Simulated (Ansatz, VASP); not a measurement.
# One calculation of Ge3Os, two programs

INCAR

```
ALGO = Normal
EDIFF = 1E-7
EDIFFG = -0.04
ENCUT = 600
GGA = PE
IBRION = 2
ISIF = 3
ISMEAR = 0
LASPH = True
LCHARG = False
LREAL = False
LWAVE = False
NELM = 80
NSW = 90
PREC = Accurate
SIGMA = 0.1
```

The input KPOINTS:

```
k-points
0
Gamma
  6 6 6
```

Contents of POSCAR:

```
Ge3Os
1.0
   -2.6059989480      2.6059989480      2.6059989480
    2.6059989480     -2.6059989480      2.6059989480
    2.6059989480      2.6059989480     -2.6059989480
Ge Os
3 1
Direct
    0.0000000000      0.5000000000      0.5000000000
    0.5000000000      0.0000000000      0.5000000000
    0.5000000000      0.5000000000      0.0000000000
    0.0000000000      0.0000000000      0.0000000000
```

Input for Ansatz:

```yaml
crystal:
  lattice:
    - [-2.605998948, 2.605998948, 2.605998948]
    - [2.605998948, -2.605998948, 2.605998948]
    - [2.605998948, 2.605998948, -2.605998948]
  atoms:
    - { symbol: Ge, position: [0.0, 0.5, 0.5] }
    - { symbol: Ge, position: [0.5, 0.0, 0.5] }
    - { symbol: Ge, position: [0.5, 0.5, 0.0] }
    - { symbol: Os, position: [0.0, 0.0, 0.0] }
basis:
  ecutwfc: 420
kpoints:
  mp_grid: { grid: [6, 6, 6] }
hamiltonian:
  xc: pbe
scf:
  occupations: { method: gaussian, width: 0.1 }
  lower_state_search: "off"
output:
  forces: true
  stress: true
  eigenvalues: true
relax:
  adjacent_minimum: "off"
  f_tol: 0.04
  max_steps: 70
  cell: { stress_tol: 0.4 }
```

Alike in both runs: task relaxation of cell and atoms; functional PBE; k mesh 6 × 6 × 6; occupations gaussian, width 0.1 eV; no spin polarisation.

|  | VASP | Ansatz |
| --- | --- | --- |
| version | VASP 6.6.1 | Ansatz 0.2.0 |
| potentials or method | VASP PAW PBE potentials, release 64 (Ge_d, Os), cutoff 600 eV | scalar-relativistic, plane waves, PAW |
| valence electrons in the cell | 50 | 58 |

Ansatz gave:

```
gap on the k mesh at the Fermi level, each at its own relaxed structure (eV) : none
relaxed volume (Å³/atom)                                                     : 17.79
relaxed length of the cell vector where the two differ most in proportion (Å)              : 4.521
```

Question: Which values does VASP return?

Answer: gap on the k mesh at the Fermi level, each at its own relaxed structure (eV): none; relaxed volume (Å³/atom): 17.78; relaxed length of the cell vector where the two differ most in proportion (Å): 4.521.

A gap of «none» marks a metal or a gap that the smearing closes. VASP's potentials hold 50 valence electrons a cell and Ansatz's 58, so a difference there can come from the potentials and not from the codes.

Neither program's run includes spin-orbit coupling.
